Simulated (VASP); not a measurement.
Runs of VASP 6.6.1 on GaN. The structure is that of space group F-43m (No. 216), or close to it. The cells are those of the table. 

```csv
task,level,cell,cutoff (eV),gap on the mesh (eV),pressure (GPa),relaxed volume (Å³/atom)
relaxation of cell and atoms,PBE,"relaxed from a = 3.187 Å, angles 60.0°, 2 atoms",600,1.53,0.0,11.75
single point,PBEsol,"a = 3.180 Å, angles 60.0°, 2 atoms",520,1.70,-0.2,-
single point,PBE,"a = 3.215 Å, angles 60.0°, 2 atoms",520,1.53,0.1,-
relaxation of cell and atoms,PBEsol,"relaxed from a = 3.187 Å, angles 60.0°, 2 atoms",600,(b),0.0,(a)
```

Alike in all rows: potentials or basis VASP PAW PBE potentials, release 64 (Ga_d, N); no spin polarisation; k mesh 4 × 4 × 4; smearing gaussian 0.01 eV.

**Question.** Estimate the missing entries.

**Answer.** (a) 11.35; (b) 1.71.

Caveats: all runs use coarse meshes; the PAW data sets were made with another functional, which shifts forces and pressure a little (some runs).

A k mesh can miss the band edges, and the runs leave out spin-orbit coupling on Ga.
